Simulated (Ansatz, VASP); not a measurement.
## One calculation of TaTe, two programs

```
Ta Te
1.0
     3.42009    0.00000    0.00000
     0.00000    3.42009    0.00000
     0.00000    0.00000    3.42009
Ta Te
1 1
Cartesian
  1.7100 1.7100 1.7100
  0.0000 0.0000 0.0000
```

Alike in both runs: task relaxation of cell and atoms; functional PBE; dispersion D3(BJ); k mesh 8 × 8 × 8; occupations fermi-dirac, width 0.05 eV; no spin polarisation.

|  | VASP | Ansatz |
| --- | --- | --- |
| version | VASP 6.6.1 | Ansatz 0.2.0 |
| potentials or method | VASP PAW PBE potentials, release 64 (Ta_pv, Te) | Ansatz PAW |
| plane-wave cutoff (eV) | 600 | 420 |
| valence electrons in the cell | 17 | 29 |

VASP gave:

| Item | Value |
| --- | --- |
| gap on the k mesh at the Fermi level, each at its own relaxed structure (eV) | none |
| relaxed volume (Å³/atom) | 19.28 |
| relaxed cell length with the largest relative difference (Å) | 3.378 |

Estimate Ansatz's values.

gap on the k mesh at the Fermi level, each at its own relaxed structure (eV): none; relaxed volume (Å³/atom): 19.27; relaxed cell length with the largest relative difference (Å): 3.378.

A gap of «none» marks a metal or a gap that the smearing closes. VASP's potentials hold 17 valence electrons a cell and Ansatz's 29, so a difference there can come from the potentials and not from the codes.

Neither program's run includes spin-orbit coupling. Noted on Ansatz's run: the plane-wave basis is chosen anew once the cell has moved, so the energies of steps on either side of that aren't comparable.
